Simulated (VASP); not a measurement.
Here is a VASP 6.6.1 calculation.

INCAR

```
  ALGO = Normal
  EDIFF = 1E-6
  ENCUT = 560
  GGA = PS
  GGA_COMPAT = False
  ISIF = 2
  ISMEAR = 0
  LASPH = True
  LCHARG = True
  LELF = True
  LREAL = False
  LVHAR = True
  LWAVE = False
  NBANDS = 14
  NELM = 120
  PREC = Accurate
  SIGMA = 0.1
```

KPOINTS

```
k-points
0
Gamma
  18 18 18
```

POSCAR

```
Ir
1.0
    0.0000000000      1.9156000000      1.9156000000
    1.9156000000      0.0000000000      1.9156000000
    1.9156000000      1.9156000000      0.0000000000
Ir
1
Direct
    0.0000000000      0.0000000000      0.0000000000
```

Potentials or basis: VASP PAW PBE potentials, release 64 (Ir_sv_GW).

The run is started by

```console
$ cat potpaw_PBE.64/Ir_sv_GW/POTCAR > POTCAR
$ mpirun -np 1 vasp_std > vasp.out
```

Q: What does it give for the pressure?

A: -2.2 GPa.

Q: Estimate the band gap on the k mesh.

A: Zero (an odd number of electrons rules out a gap without spin polarisation).

Caveat: the PAW data sets were made with another functional, which shifts forces and pressure a little; spin-orbit coupling is left out, which moves the levels of the heavy elements.
